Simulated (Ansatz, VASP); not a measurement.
## One calculation of FeGe, two programs

INCAR

```
SYSTEM = FeGe
PREC = Accurate ; ENCUT = 520
EDIFF = 1E-6 ; ISMEAR = -1
SIGMA = 0.05 ; LREAL = .False.
LASPH = .True. ; NELM = 150
ALGO = Normal ; ISIF = 2
LWAVE = .False. ; LCHARG = .False.
ISPIN = 2 ; MAGMOM = 0 0 0 3 3 3
LORBIT = 11 ; LMAXMIX = 4
NBANDS = 46
```

The input KPOINTS:

```
Automatic mesh
0
Gamma
  6 6 7
  0 0 0
```

Contents of POSCAR:

```
FeGe
1.0
    5.0307000046      0.0000000000      0.0000000000
   -2.5153500023      4.3567140028      0.0000000000
    0.0000000000      0.0000000000      4.1430188420
Ge Fe
3 3
Direct
    0.6666666667      0.3333333333      0.5000000000
    0.3333333333      0.6666666667      0.5000000000
    0.0000000000      0.0000000000      0.0000000000
    0.0000000000      0.5000000000      0.0000000000
    0.5000000000      0.5000000000      0.0000000000
    0.5000000000      0.0000000000      0.0000000000
```

File input.yaml:

```yaml
crystal:
  lattice:
    - [5.0307000046, 0.0, 0.0]
    - [-2.5153500023, 4.3567140028, 0.0]
    - [0.0, 0.0, 4.143018842]
  atoms:
    - { symbol: Ge, position: [0.6666666667, 0.3333333333, 0.5] }
    - { symbol: Ge, position: [0.3333333333, 0.6666666667, 0.5] }
    - { symbol: Ge, position: [0.0, 0.0, 0.0] }
    - { symbol: Fe, position: [0.0, 0.5, 0.0], spin: 3.0 }
    - { symbol: Fe, position: [0.5, 0.5, 0.0], spin: 3.0 }
    - { symbol: Fe, position: [0.5, 0.0, 0.0], spin: 3.0 }
hamiltonian:
  xc: lda
  pseudopotentials: { kind: paw }
magnetization:
  spin_polarized: true
kpoints:
  mp_grid: { grid: [6, 6, 7] }
scf:
  occupations: { method: fermi_dirac, width: 0.05 }
output:
  forces: true
  stress: true
  eigenvalues: true
  write_density: true
  write_potential: true
  elf: true
  volumetric_format: npy
```

Alike in both runs: task single point; functional LDA; k mesh 6 × 6 × 7; occupations fermi-dirac, width 0.05 eV; collinear spin.

|  | VASP | Ansatz |
| --- | --- | --- |
| version | VASP 6.6.1 | Ansatz 0.2.0 |
| potentials or method | VASP PAW LDA potentials, release 64 (Ge_d, Fe) | Ansatz PAW |
| plane-wave cutoff (eV) | 520 | 420 |
| valence electrons in the cell | 66 | 90 |

```tsv
	VASP	Ansatz	Ansatz less VASP
gap on the k mesh at the Fermi level (eV)	none	none	-
pressure (GPa)	-16.7	-16.7	-0.07
traceless stress, the component that is largest in VASP (GPa)	-0.67	-0.39	+0.288
net moment per atom (μB)	0.67	0.69	+0.022
size of the moment on the site where the two differ most (μB)	1.39	1.45	+0.056
```

LDA's correlation is that of Perdew and Zunger in VASP and of Perdew and Wang (1992) in Ansatz. Site moments also hang on the region over which each program counts them. A gap of «none» marks a metal or a gap that the smearing closes. VASP's potentials hold 66 valence electrons a cell and Ansatz's 90, so a difference there can come from the potentials and not from the codes.
